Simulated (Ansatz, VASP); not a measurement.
## Two plane-wave programs on Ti

File INCAR:

```
SYSTEM = Ti
ALGO = Fast ; EDIFF = 1E-6
ENCUT = 520 ; GGA = PE
ISIF = 2 ; ISMEAR = 0
LASPH = .TRUE. ; LCHARG = .FALSE.
LREAL = .FALSE. ; LWAVE = .FALSE.
NBANDS = 25 ; NELM = 60
PREC = Accurate ; SIGMA = 0.1
```

File KPOINTS:

```
k-points
0
G
  12 12 14
  0 0 0
```

File POSCAR:

```
Ti
1.0
    4.4879455757      0.0000000000      0.0000000000
   -2.2439727879      3.8866748794      0.0000000000
    0.0000000000      0.0000000000      2.7755291933
Ti
3
Direct
    0.0000000000      0.0000000000      0.0000000000
    0.3333333333      0.6666666667      0.5000000000
    0.6666666667      0.3333333333      0.5000000000
```

Input for Ansatz:

```yaml
crystal:
  lattice:
    - [4.4879455757, 0.0, 0.0]
    - [-2.2439727879, 3.8866748794, 0.0]
    - [0.0, 0.0, 2.7755291933]
  atoms:
    - { symbol: Ti, position: [0.0, 0.0, 0.0] }
    - { symbol: Ti, position: [0.3333333333, 0.6666666667, 0.5] }
    - { symbol: Ti, position: [0.6666666667, 0.3333333333, 0.5] }
basis:
  ecutwfc: 420
kpoints:
  mp_grid: { grid: [12, 12, 14] }
hamiltonian:
  xc: pbe
scf:
  occupations: { method: gaussian, width: 0.1 }
output:
  forces: true
  stress: true
  eigenvalues: true
```

Change from the starting cell: equal strain along all axes, cell held, atoms relaxed: -2.0 %.

Alike in both runs: task single point; functional PBE; k mesh 12 × 12 × 14; occupations gaussian, width 0.1 eV; no spin polarisation.

|  | VASP | Ansatz |
| --- | --- | --- |
| version | VASP 6.6.1 | Ansatz 0.2.0 |
| potentials or method | VASP PAW PBE potentials, release 64 (Ti_sv), cutoff 520 eV | scalar-relativistic, plane waves, PAW |
| valence electrons in the cell | 36 | 36 |

```csv
,VASP,Ansatz,Ansatz less VASP
gap on the k mesh at the Fermi level (eV),none,none,-
pressure (GPa),7.0,7.6,+0.62
"traceless stress, the component that is largest in VASP (GPa)",0.30,0.30,+0.003
```

A gap of «none» marks a metal or a gap that the smearing closes. With one functional, cell and mesh, what is left measures potentials, basis and numerics.
